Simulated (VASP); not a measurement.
Cu, 1 atom in the cell. Symmetry: Pm-3m, No. 221, cubic system. The conventional cell has a = 2.439 Å, b = 2.439 Å, c = 2.439 Å, α = 90.00°, β = 90.00°, γ = 90.00°. Within 3.2 Å of Cu (site symmetry m-3m) lie 6 Cu at 2.44 Å. 

```yaml
Program: VASP 6.6.1
Task: single point
Functional: PBE
Potentials_or_basis: VASP PAW PBE potentials, release 64 (Cu)
Cutoff: 520 eV
k_mesh: 15 × 15 × 15
Occupations: fermi-dirac, width 0.0612256 eV
Spin: no spin polarisation
Dipole_correction: no
Further_INCAR_settings: ALGO = Normal; EDIFF = 1e-06; NBANDS = 12
```

Potentials or basis: VASP PAW PBE potentials, release 64 (Cu).

Run with:

```bash
$ cat potpaw_PBE.64/Cu/POTCAR > POTCAR
$ mpirun -np 1 vasp_std > vasp.out
```

Hardware: 1 thread of Intel Xeon 6975P-C, with other jobs on the host.

Problem. How long does it take, and how much memory?

Solution. Wall time 9.5 s on 1 thread of Intel Xeon 6975P-C, on a shared host, peak memory 0.13 GiB. Counts: scf iterations 12, k points 120.
